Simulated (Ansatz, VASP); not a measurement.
One calculation of ZnS, two programs

```
Zn S
1.0
     0.00000    2.61920    2.61920
     2.61920    0.00000    2.61920
     2.61920    2.61920    0.00000
Zn S
1 1
Direct
  0.25000 0.25000 0.25000
  0.00000 0.00000 0.00000
```

Change from the starting cell: hydrostatic strain -2.8%.

Alike in both runs: task single point; functional PBE; k mesh 8 × 8 × 8; occupations fermi-dirac, width 0.02 eV; no spin polarisation.

|  | VASP | Ansatz |
| --- | --- | --- |
| version | VASP 6.6.1 | Ansatz 0.2.0 |
| potentials or method | VASP PAW PBE potentials, release 64 (Zn, S) | plane waves, PAW |
| plane-wave cutoff (eV) | 520 | 420 |
| valence electrons in the cell | 18 | 18 |

Ansatz gave:

* gap on the k mesh at the Fermi level (eV): 2.52
* pressure (GPa): 10.3

Estimate VASP's values.

gap on the k mesh at the Fermi level (eV): 2.53; pressure (GPa): 10.6.
